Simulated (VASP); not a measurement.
Runs of VASP 6.6.1 on C. The structure is that of space group Fm-3m (No. 225), or close to it. The cells are those of the table. 

```tsv
task	cell	k mesh	cutoff (eV)	gap on the mesh (eV)	pressure (GPa)	relaxed volume (Å³/atom)
relaxation of cell and atoms	relaxed from a = 2.164 Å, angles 60.0°, 1 atom	30 × 30 × 30	600	none	0.2	6.98
relaxation of cell and atoms	relaxed from a = 2.557 Å, angles 122.4, 122.4, 85.8°, 1 atom	10 × 10 × 10	600	none	-0.4	7.26
single point	a = 2.557 Å, angles 122.4, 122.4, 85.8°, 1 atom	10 × 10 × 10	520	none	(a)	-
single point	a = 2.146 Å, angles 60.0°, 1 atom	30 × 30 × 30	520	none	0.2	-
relaxation of cell and atoms	relaxed from a = 2.531 Å, angles 60.0°, 1 atom	8 × 8 × 8	600	none	0.5	-
single point	a = 2.164 Å, angles 60.0°, 1 atom	8 × 8 × 8	520	none	0.2	-
single point	a = 2.531 Å, angles 60.0°, 1 atom	8 × 8 × 8	520	none	-32.9	-
```

Alike in all rows: level PBEsol; potentials or basis VASP PAW PBE potentials, release 64 (C); no spin polarisation; smearing gaussian 0.1 eV.

Problem. Estimate the missing entries.

Solution. (a) -34.3.

Caveats: some runs use coarse meshes; the PAW data sets were made with another functional, which shifts forces and pressure a little; the volume moved by over 15 % at a fixed basis, so the end points are rough (some runs).

A gap of «none» marks levels without a gap at the run's occupations.
